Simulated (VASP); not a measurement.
# MnHg (Pm-3m) in VASP: further runs

Runs on MnHg. Level: PBE. Tasks: density of states, electric field gradients.

All numbers are computed with VASP 6.6.1; they aren't measurements. Logs are shortened: lines on timing, memory, paths and dates and some standing lists are left out, and cuts for length are marked.

## Step 1: The cell of the first run

The structure is cubic, space group Pm-3m (No. 221). Conventional cell: a = 3.315 Å, b = 3.315 Å, c = 3.315 Å, α = 90.00°, β = 90.00°, γ = 90.00°. Within 3.8 Å of Mn (site symmetry m-3m) lie 8 Hg at 2.87 Å and 6 Mn at 3.31 to 3.32 Å. Hg (site symmetry m-3m) has 8 Mn at 2.87 Å and 6 Hg at 3.31 Å within 3.8 Å.

## Step 2: Density of states, PBE, collinear spin, ferromagnetic start

POSCAR

```
MnHg
1.0
    3.3150000000      0.0000000000      0.0000000000
    0.0000000000      3.3150000000      0.0000000000
    0.0000000000      0.0000000000      3.3150000000
Mn Hg
1 1
Direct
    0.5000000000      0.5000000000      0.5000000000
    0.0000000000      0.0000000000      0.0000000000
```

INCAR.step1

```
SYSTEM = MnHg
ALGO = Normal
EDIFF = 1E-6
ENCUT = 520
GGA = PE
ISIF = 2
ISMEAR = -1
ISPIN = 2
LASPH = .TRUE.
LCHARG = .TRUE.
LMAXMIX = 4
LREAL = .FALSE.
LWAVE = .FALSE.
MAGMOM = 4 0
NBANDS = 24
NELM = 150
PREC = Accurate
SIGMA = 0.08
```

KPOINTS.step1

```
k-points
0
G
  10 10 10
  0 0 0
```

INCAR.step2

```
SYSTEM = MnHg
ALGO = Normal
EDIFF = 1E-6
ENCUT = 520
GGA = PE
ICHARG = 11
ISIF = 2
ISMEAR = -5
ISPIN = 2
LASPH = .TRUE.
LCHARG = .FALSE.
LMAXMIX = 4
LORBIT = 11
LREAL = .FALSE.
LWAVE = .FALSE.
MAGMOM = 4 0
NEDOS = 1001
NELM = 150
PREC = Accurate
SIGMA = 0.08
```

KPOINTS.step2

```
k-points
0
G
  15 15 15
  0 0 0
```

Potentials or basis: VASP PAW PBE potentials, release 64 (Mn_pv, Hg).

Started as:

```
$ cat potpaw_PBE.64/Mn_pv/POTCAR potpaw_PBE.64/Hg/POTCAR > POTCAR
$ cp INCAR.step1 INCAR
$ cp KPOINTS.step1 KPOINTS
$ mpirun -np 1 vasp_std > vasp.out
$ cp INCAR.step2 INCAR
$ cp KPOINTS.step2 KPOINTS
$ mpirun -np 1 vasp_std > vasp.out
```

OUTCAR:

```text
SYSTEM = MnHg
   EDIFF = 1E-6
   ENCUT = 520
   GGA = PE
   ICHARG = 11
   ISIF = 2
   ISMEAR = -5
   ISPIN = 2
   LASPH = .TRUE.
   LORBIT = 11
   LREAL = .FALSE.
   NELM = 150
   PREC = Accurate

 ion  position               nearest neighbor table
   1  0.500  0.500  0.500-   2 2.87   2 2.87   2 2.87   2 2.87   2 2.87   2 2.87   2 2.87   2 2.87

   2  0.000  0.000  0.000-   1 2.87   1 2.87   1 2.87   1 2.87   1 2.87   1 2.87   1 2.87   1 2.87

  LATTYP: Found a simple cubic cell.
 ALAT       =     3.3150000000

  Lattice vectors:

 A1 = (   3.3150000000,   0.0000000000,   0.0000000000)
 A2 = (   0.0000000000,   3.3150000000,   0.0000000000)
 A3 = (   0.0000000000,   0.0000000000,   3.3150000000)

Analysis of symmetry for initial positions (statically):
=====================================================================
 Subroutine PRICEL returns:
 Original cell was already a primitive cell.

 Routine SETGRP: Setting up the symmetry group for a
 simple cubic supercell.

 Subroutine GETGRP returns: Found 48 space group operations
 (whereof 48 operations were pure point group operations)
 out of a pool of 48 trial point group operations.

The static configuration has the point symmetry O_h .

Analysis of symmetry for dynamics (positions and initial velocities):
=====================================================================
 Subroutine PRICEL returns:
 Original cell was already a primitive cell.

 Routine SETGRP: Setting up the symmetry group for a
 simple cubic supercell.

 Subroutine GETGRP returns: Found 48 space group operations
 (whereof 48 operations were pure point group operations)
 out of a pool of 48 trial point group operations.

The dynamic configuration has the point symmetry O_h .

Analysis of structural, dynamic, and magnetic symmetry:
=====================================================================
 Subroutine PRICEL returns:
 Original cell was already a primitive cell.

 Routine SETGRP: Setting up the symmetry group for a
 simple cubic supercell.

 Subroutine GETGRP returns: Found 48 space group operations
 (whereof 48 operations were pure point group operations)
 out of a pool of 48 trial point group operations.

The overall configuration has the point symmetry O_h .

 Subroutine INISYM returns: Found 48 space group operations
 (whereof 48 operations are pure point group operations),
 and found     1 'primitive' translations

----------------------------------------------------------------------------------------

                                     Primitive cell

  volume of cell :      36.4293

  direct lattice vectors                    reciprocal lattice vectors
     3.315000000  0.000000000  0.000000000     0.301659125  0.000000000  0.000000000
     0.000000000  3.315000000  0.000000000     0.000000000  0.301659125  0.000000000
     0.000000000  0.000000000  3.315000000     0.000000000  0.000000000  0.301659125

  length of vectors
     3.315000000  3.315000000  3.315000000     0.301659125  0.301659125  0.301659125

  position of ions in fractional coordinates (direct lattice)
     0.500000000  0.500000000  0.500000000
     0.000000000  0.000000000  0.000000000

  ion indices of the primitive-cell ions
   primitive index   ion index
                 1           1
                 2           2

----------------------------------------------------------------------------------------

 KPOINTS: k-points

Automatic generation of k-mesh.
 Grid dimensions read from file:
 generate k-points for:   15   15   15

 Generating k-lattice:

  Cartesian coordinates                     Fractional coordinates (reciprocal lattice)
     0.020110608  0.000000000  0.000000000     0.066666667  0.000000000  0.000000000
     0.000000000  0.020110608  0.000000000     0.000000000  0.066666667  0.000000000
     0.000000000  0.000000000  0.020110608     0.000000000  0.000000000  0.066666667

  Length of vectors
     0.020110608  0.020110608  0.020110608

  Shift w.r.t. Gamma in fractional coordinates (k-lattice)
     0.000000000  0.000000000  0.000000000

 TETIRR: Found   1667 inequivalent tetrahedra from    20250

 Subroutine IBZKPT returns following result:
 ===========================================

 Found    120 irreducible k-points:

 Following reciprocal coordinates:
            Coordinates               Weight
  0.000000  0.000000  0.000000      1.000000
  0.066667  0.000000  0.000000      6.000000
  0.133333  0.000000  0.000000      6.000000
  0.200000  0.000000  0.000000      6.000000
  0.266667  0.000000  0.000000      6.000000
  0.333333  0.000000  0.000000      6.000000
[... 16 lines left out ...]
  0.266667  0.200000  0.000000     24.000000
  0.333333  0.200000  0.000000     24.000000
 [... further k-points ...]
   k-points           NKPTS =    120   k-points in BZ     NKDIM =    120   number of bands    NBANDS=     18
   number of dos      NEDOS =   1001   number of ions     NIONS =      2
   total plane-waves  NPLWV =  21952
   dimension x,y,z NGX =    28 NGY =   28 NGZ =   28
   dimension x,y,z NGXF=    56 NGYF=   56 NGZF=   56
   ions per type =               1   1
   NGX,Y,Z   is equivalent  to a cutoff of  14.04, 14.04, 14.04 a.u.
   NGXF,Y,Z  is equivalent  to a cutoff of  28.08, 28.08, 28.08 a.u.
 SYSTEM =  MnHg
   PREC   = accura    normal or accurate (medium, high low for compatibility)
   ISTART =      0    job   : 0-new  1-cont  2-samecut
   ICHARG =     11    charge: 1-file 2-atom 10-const
   ISPIN  =      2    spin polarized calculation?
   LNONCOLLINEAR =      F non collinear calculations
   LSORBIT =      F    spin-orbit coupling
   LASPH  =      T    aspherical Exc in radial PAW
   ENCUT  =  520.0 eV  38.22 Ry    6.18 a.u.   6.16  6.16  6.16*2*pi/ulx,y,z
   NELM   =    150;   NELMIN=  2; NELMDL=  0     # of ELM steps
   EDIFF  = 0.1E-05   stopping-criterion for ELM
   LREAL  =      F    real-space projection
   EDIFFG = 0.1E-04   stopping-criterion for IOM
   NSW    =      0    number of steps for IOM
   IBRION =     -1    ionic relax: 0-MD 1-quasi-New 2-CG
   NFREE  =      0    steps in history (QN), initial steepest desc. (CG)
   ISIF   =      2    stress and relaxation
   ISYM   =      2    0-nonsym 1-usesym 2-fastsym
   POTIM  = 0.5000    time-step for ionic-motion
   TEBEG  =    0.0;   TEEND  =   0.0 temperature during run
   PSTRESS=    0.0 pullay stress
   NELECT =      25.0000    total number of electrons
   NUPDOWN=      -1.0000    fix difference up-down
   EMIN   =  10.00;   EMAX   =-10.00  energy-range for DOS
   EFERMI =   0.00;   METHOD = LEGACY
   ISMEAR =    -5;   SIGMA  =   0.08  broadening in eV -4-tet -1-fermi 0-gaus
   EFERMI_NEDOS =   21; number of points for ismear=-14 and -15
   IALGO  =     38    algorithm
   IMIX   =      4    mixing-type and parameters
     AMIX     =   0.40;   BMIX     =  1.00
     AMIX_MAG =   1.60;   BMIX_MAG =  1.00
  volume/ion in A,a.u.               =      18.21       122.92
  Fermi-wavevector in a.u.,A,eV,Ry     =   1.444014  2.728790 28.370534  2.085175
  Thomas-Fermi vector in A             =   2.562356
   LORBIT       =     11    0 simple, 1 ext, 2 COOP (PROOUT), +10 PAW based schemes
   GGA     = PE    functional components
   LHFCALC =     F    Hartree Fock is set to
   AEXX    =    0.0000 exact exchange contribution
   IVDW    =     0    specifies the selected vdW correction
   LEPSILON=     F    determine dielectric tensor
   LRPA    =     F    only Hartree local field effects (RPA)
 spin polarized calculation
 Fermi weights with tetrahedron method with Bloechl corrections
  energy-cutoff  :      520.00
  volume of cell :       36.43
 maximum number of plane-waves:       995
 NGX is ok and might be reduce to    28

 number of electron      25.0000011 magnetization       3.8985537

 Free energy of the ion-electron system (eV)
  ---------------------------------------------------
  ext. energy  EPLUGINS =         0.00000000
  ---------------------------------------------------
  free energy    TOTEN  =        -8.49088089 eV

  energy without entropy =       -8.49088089  energy(sigma->0) =       -8.49088089

 E-fermi :   5.5491     XC(G=0): -11.6836

 val. band max:        5.5786092686   @ k =   0.2000   0.2000   0.2000
 cond. band min:       5.5225184355   @ k =   0.3333   0.2000   0.0667
 fundamental gap:     -0.0560908331
 Fermi energy:         5.5491445743

 spin component 1

 k-point     1 :       0.0000    0.0000    0.0000
  band No.  band energies     occupation
      1     -44.6236      1.00000
      2     -44.6236      1.00000
      3     -44.6236      1.00000
      4      -4.1209      1.00000
      5      -2.7378      1.00000
      6      -2.7378      1.00000
[... 10 lines left out ...]
     17      10.4126      0.00000
     18      14.1013      0.00000
[... 463 lines left out ...]
 k-point    24 :       0.3333    0.2000    0.0000
  band No.  band energies     occupation
      1     -44.6354      1.00000
      2     -44.6284      1.00000
      3     -44.6225      1.00000
      4      -2.6791      1.00000
      5      -2.3561      1.00000
      6      -2.0484      1.00000
[... 10 lines left out ...]
     17      13.9321      0.00000
     18      14.4625      0.00000

 [... further k-points ...]

 spin component 2

 k-point     1 :       0.0000    0.0000    0.0000
  band No.  band energies     occupation
      1     -40.5911      1.00000
      2     -40.5911      1.00000
      3     -40.5911      1.00000
      4      -3.9064      1.00000
      5      -2.7211      1.00000
      6      -2.7211      1.00000
[... 10 lines left out ...]
     17      10.7764      0.00000
     18      15.2140      0.00000
[... 463 lines left out ...]
 k-point    24 :       0.3333    0.2000    0.0000
  band No.  band energies     occupation
      1     -40.6058      1.00000
      2     -40.5969      1.00000
      3     -40.5896      1.00000
      4      -2.6368      1.00000
      5      -2.2886      1.00000
      6      -2.0530      1.00000
[... 10 lines left out ...]
     17      14.5378      0.00000
     18      15.4205      0.00000

 [... further k-points ...]

------------------------ aborting loop because EDIFF is reached ----------------------------------------

  FORCE on cell =-STRESS in cart. coord.  units (eV):
  Direction    XX          YY          ZZ          XY          YZ          ZX
  --------------------------------------------------------------------------------------
  -------------------------------------------------------------------------------------
  Total       -0.0398794     -0.0398794     -0.0398794      0.0000000      0.0000000     -0.0000000
  in kB       -1.7539161     -1.7539161     -1.7539161      0.0000000      0.0000000     -0.0000000
  external PRESSURE =      -1.7539161 kB  Pullay stress =       0.0000000 kB

 VOLUME and BASIS-vectors are now :
 -----------------------------------------------------------------------------
  energy-cutoff  :      520.00
  volume of cell :       36.43
      direct lattice vectors                 reciprocal lattice vectors
     3.315000000  0.000000000  0.000000000     0.301659125  0.000000000  0.000000000
     0.000000000  3.315000000  0.000000000     0.000000000  0.301659125  0.000000000
     0.000000000  0.000000000  3.315000000     0.000000000  0.000000000  0.301659125

 POSITION                                       TOTAL-FORCE (eV/Angst)
 -----------------------------------------------------------------------------------
      1.65750      1.65750      1.65750         0.000000      0.000000      0.000000
      0.00000      0.00000      0.00000         0.000000      0.000000      0.000000
 -----------------------------------------------------------------------------------
    total drift:                               -0.000000      0.000000      0.000000

  FREE ENERGIE OF THE ION-ELECTRON SYSTEM (eV)
  ---------------------------------------------------
  free  energy   TOTEN  =        -8.4908808915 eV

  energy  without entropy=       -8.4908808915  energy(sigma->0) =       -8.49088089

 total charge

# of ion       s       p       d       tot
------------------------------------------
    1        0.251   6.174   4.970  11.395
    2        0.817   0.520   9.257  10.595
--------------------------------------------------
tot          1.068   6.694  14.227  21.989

 magnetization (x)

# of ion       s       p       d       tot
------------------------------------------
    1        0.027   0.015   3.786   3.829
    2       -0.043  -0.062   0.047  -0.058
--------------------------------------------------
tot         -0.015  -0.046   3.833   3.771
```

Wall time 4.5 min (1 thread of Intel Xeon Platinum 8175M at 2.50GHz (Skylake/Cascade Lake), shared host); peak memory 0.26 GiB.

Results:

```
Net moment                                            : 3.90 μB per cell
Site moments                                          : Mn +3.83; Hg -0.06 μB
Valence electrons inside the program's atomic spheres : Mn 11.39; Hg 10.60
```

Caveat: spin-orbit coupling is left out, which moves the levels of the heavy elements; tetrahedron occupations give inexact forces and stress in metals.

## Step 3: Electric field gradients, PBE, collinear spin, ferromagnetic start (volume scaled by 1.06)

INCAR

```
ALGO = Normal
EDIFF = 1E-8
ENCUT = 520
GGA = PE
ISIF = 2
ISMEAR = -1
ISPIN = 2
LASPH = T
LCHARG = F
LEFG = T
LMAXMIX = 4
LORBIT = 11
LREAL = F
LWAVE = F
MAGMOM = 4 0
NBANDS = 24
NELM = 150
PREC = Accurate
SIGMA = 0.08
```

KPOINTS

```
k-points
0
Gamma
  10 10 10
```

POSCAR

```
MnHg
1.0
    3.3800165063      0.0000000000      0.0000000000
    0.0000000000      3.3800165063      0.0000000000
    0.0000000000      0.0000000000      3.3800165063
Mn Hg
1 1
Direct
    0.5000000000      0.5000000000      0.5000000000
    0.0000000000      0.0000000000      0.0000000000
```

Potentials or basis: VASP PAW PBE potentials, release 64 (Mn_pv, Hg).

Started as:

```
$ cat potpaw_PBE.64/Mn_pv/POTCAR potpaw_PBE.64/Hg/POTCAR > POTCAR
$ mpirun -np 1 vasp_std > vasp.out
```

OUTCAR:

```text
EDIFF = 1E-8
   ENCUT = 520
   GGA = PE
   ISIF = 2
   ISMEAR = -1
   ISPIN = 2
   LASPH = T
   LORBIT = 11
   LREAL = F
   NELM = 150
   PREC = Accurate

 ion  position               nearest neighbor table
   1  0.500  0.500  0.500-   2 2.93   2 2.93   2 2.93   2 2.93   2 2.93   2 2.93   2 2.93   2 2.93

   2  0.000  0.000  0.000-   1 2.93   1 2.93   1 2.93   1 2.93   1 2.93   1 2.93   1 2.93   1 2.93

  LATTYP: Found a simple cubic cell.
 ALAT       =     3.3800165063

[... 1542 lines left out ...]
   2       0.000     0.000    -0.000    -0.000     0.000    -0.000
---------------------------------------------------------------------

 Electric field gradients after diagonalization (V/A^2)
 (convention: |V_zz| > |V_xx| > |V_yy|)
----------------------------------------------------------------------
 ion       V_xx      V_yy      V_zz     asymmetry (V_yy - V_xx)/ V_zz
----------------------------------------------------------------------
   1       0.000     0.000     0.000      -0.071
   2       0.000    -0.000     0.000      -1.121
----------------------------------------------------------------------

           NMR quadrupolar parameters

 Cq : quadrupolar parameter    Cq=e*Q*V_zz/h
 eta: asymmetry parameters     (V_yy - V_xx)/ V_zz
 Q  : nuclear electric quadrupole moment in mb (millibarn)
----------------------------------------------------------------------
 ion       Cq(MHz)       eta       Q (mb)
----------------------------------------------------------------------
   1       0.000      -0.071       1.000
   2       0.000      -1.121       1.000
----------------------------------------------------------------------

 total charge

# of ion       s       p       d       tot
------------------------------------------
    1        0.245   6.155   4.954  11.353
    2        0.817   0.472   9.255  10.544
--------------------------------------------------
tot          1.062   6.627  14.208  21.897

 magnetization (x)

# of ion       s       p       d       tot
------------------------------------------
    1        0.031   0.016   3.867   3.914
    2       -0.035  -0.057   0.044  -0.048
--------------------------------------------------
tot         -0.004  -0.041   3.911   3.867
```

OSZICAR:

```text
N       E                     dE             d eps       ncg     rms          rms(c)
DAV:   1     0.234414736627E+03    0.23441E+03   -0.13741E+04  5400   0.115E+03
DAV:   2    -0.128301407651E+01   -0.23570E+03   -0.22353E+03  5656   0.340E+02
DAV:   3    -0.891037613073E+01   -0.76274E+01   -0.76039E+01  6320   0.689E+01
DAV:   4    -0.896779771194E+01   -0.57422E-01   -0.57416E-01  6096   0.559E+00
DAV:   5    -0.896870347029E+01   -0.90576E-03   -0.90574E-03  6576   0.637E-01    0.910E+00
DAV:   6    -0.870824652577E+01    0.26046E+00   -0.75389E+00  5984   0.197E+01    0.777E+00
DAV:   7    -0.850203294493E+01    0.20621E+00   -0.20826E+00  6176   0.122E+01    0.452E+00
DAV:   8    -0.849464982389E+01    0.73831E-02   -0.52694E-02  5800   0.164E+00    0.251E+00
DAV:   9    -0.849183597420E+01    0.28138E-02   -0.17462E-02  6328   0.877E-01    0.881E-01
DAV:  10    -0.849194417573E+01   -0.10820E-03   -0.28560E-03  5880   0.454E-01    0.910E-02
DAV:  11    -0.849199722149E+01   -0.53046E-04   -0.16685E-04  6176   0.108E-01    0.321E-02
DAV:  12    -0.849200942565E+01   -0.12204E-04   -0.25215E-05  6136   0.350E-02    0.238E-02
DAV:  13    -0.849201444320E+01   -0.50175E-05   -0.55041E-06  6160   0.173E-02    0.941E-03
DAV:  14    -0.849201432791E+01    0.11529E-06   -0.52022E-07  6224   0.608E-03    0.443E-03
DAV:  15    -0.849201435731E+01   -0.29401E-07   -0.30927E-07  5928   0.389E-03    0.145E-03
DAV:  16    -0.849201439697E+01   -0.39668E-07   -0.50059E-08  6016   0.143E-03    0.516E-04
DAV:  17    -0.849201441424E+01   -0.17261E-07   -0.27638E-09  3384   0.399E-04    0.105E-04
DAV:  18    -0.849201441127E+01    0.29690E-08   -0.42832E-10  3208   0.135E-04
   1 F= -.84920144E+01 E0= -.84761109E+01  d E =-.318070E-01  mag=     4.0208
```

It took 3.1 min on 1 thread of Intel Xeon Platinum 8175M at 2.50GHz (Skylake/Cascade Lake), shared host; peak memory 0.23 GiB.

Results:

- Free energy: -8.4920 eV
- Pressure: -3.1 GPa
- Net moment: 4.02 μB per cell
- Site moments: Mn +3.91; Hg -0.05 μB
- Valence electrons inside the program's atomic spheres: Mn 11.35; Hg 10.54

Caveat: without QUAD_EFG the Cq values of the log hold for a quadrupole moment of 1 mb, not for the nuclei; spin-orbit coupling is left out, which moves the levels of the heavy elements.
